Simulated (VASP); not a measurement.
Ta, 1 atom in the cell. It takes space group Im-3m (No. 229, cubic). Conventional cell: a = 3.000 Å, b = 3.000 Å, c = 3.000 Å, α = 90.00°, β = 90.00°, γ = 90.00°. Ta (site symmetry m-3m) has 14 Ta at 2.60 to 3.00 Å within 3.4 Å.  This cell differs from its parent crystal: volume scaled by 0.75.

- Program: VASP 6.6.1
- Task: single point
- Functional: PBE
- Potentials or basis: VASP PAW PBE potentials, release 64 (Ta_pv)
- Cutoff: 520 eV
- k mesh: 22 × 22 × 22
- Occupations: gaussian, width 0.05 eV
- Spin: no spin polarisation
- Dipole correction: no
- Further INCAR settings: ALGO = Normal; EDIFF = 1e-07; NBANDS = 12

Potentials or basis: VASP PAW PBE potentials, release 64 (Ta_pv).

Command:

```console
$ cat potpaw_PBE.64/Ta_pv/POTCAR > POTCAR
$ mpirun -np 1 vasp_std > vasp.out
```

Hardware: 1 thread of Intel(R) Xeon(R) Platinum 8488C (Sapphire Rapids) (shared host).

How long does it take, and how much memory?

Wall time 23 s on 1 thread of Intel(R) Xeon(R) Platinum 8488C (Sapphire Rapids), with other jobs on the host, peak memory 0.16 GiB. Counts: scf iterations 11, k points 328.
